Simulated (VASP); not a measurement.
Runs of VASP 6.6.1 on Ag. The structure is that of space group P6_3/mmc (No. 194), or close to it. The cells are those of the table. This isn't the form of Ag at room conditions, which is fcc.

| level | potentials or basis | cell | k mesh | cutoff (eV) | smearing | screening parameter | gap on the mesh (eV) | pressure (GPa) |
| --- | --- | --- | --- | --- | --- | --- | --- | --- |
| PBEsol-based global hybrid with 25 % exact exchange | VASP PAW PBE potentials, release 64 (Ag) | a = 2.930, b = 2.930, c = 4.790 Å, angles 90.0, 90.0, 120.0°, 2 atoms | 5 × 5 × 3 | 520 | fermi-dirac 0.05 eV | - | none | -5.9 |
| PBEsol-based global hybrid with 25 % exact exchange | VASP PAW PBE potentials, release 64 (Ag) | a = 2.857, b = 2.857, c = 4.739 Å, angles 90.0, 90.0, 120.0°, 2 atoms | 5 × 5 × 3 | 520 | fermi-dirac 0.05 eV | - | none | -0.3 |
| PBE0 | VASP PAW PBE potentials, release 64 (Ag) | a = 2.930, b = 2.930, c = 4.790 Å, angles 90.0, 90.0, 120.0°, 2 atoms | 5 × 5 × 3 | 520 | fermi-dirac 0.05 eV | - | none | -1.2 |
| PBE0 | VASP PAW PBE potentials, release 64 (Ag) | a = 2.905, b = 2.905, c = 4.819 Å, angles 90.0, 90.0, 120.0°, 2 atoms | 5 × 5 × 3 | 520 | fermi-dirac 0.05 eV | - | none | -0.2 |
| PBE-based screened hybrid with 25 % exact exchange | VASP PAW PBE potentials, release 64 (Ag) | a = 2.907, b = 2.907, c = 4.824 Å, angles 90.0, 90.0, 120.0°, 2 atoms | 5 × 5 × 3 | 520 | fermi-dirac 0.05 eV | 0.3 1/Å | none | (b) |
| HSE06 | VASP PAW PBE potentials, release 64 (Ag) | a = 2.930, b = 2.930, c = 4.790 Å, angles 90.0, 90.0, 120.0°, 2 atoms | 5 × 5 × 3 | 520 | fermi-dirac 0.05 eV | 0.2079 1/Å | none | (c) |
| PBE0 | VASP PAW PBE potentials, release 64 (Ag) | a = 2.969, b = 2.969, c = 4.853 Å, angles 90.0, 90.0, 120.0°, 2 atoms | 6 × 6 × 4 | 520 | fermi-dirac 0.05 eV | - | none | (a) |
| r2SCAN0 | VASP PAW PBE potentials, release 64 (Ag_sv_GW) | a = 2.930, b = 2.930, c = 4.790 Å, angles 90.0, 90.0, 120.0°, 2 atoms | 5 × 5 × 3 | 510 | methfessel-paxton 0.1 eV | - | none | -6.4 |

Alike in all rows: task single point; no spin polarisation.

Problem. Fill in the values left out.

Solution. (a) -2.7; (b) 0.0; (c) -0.9.

Caveats: all runs use coarse meshes; the PAW data sets were made with another functional, which shifts forces and pressure a little.

A k mesh can miss the band edges, and the runs leave out spin-orbit coupling on Ag.

A gap of «none» marks levels without a gap at the run's occupations.

The runs don't all hold the same shells in valence.
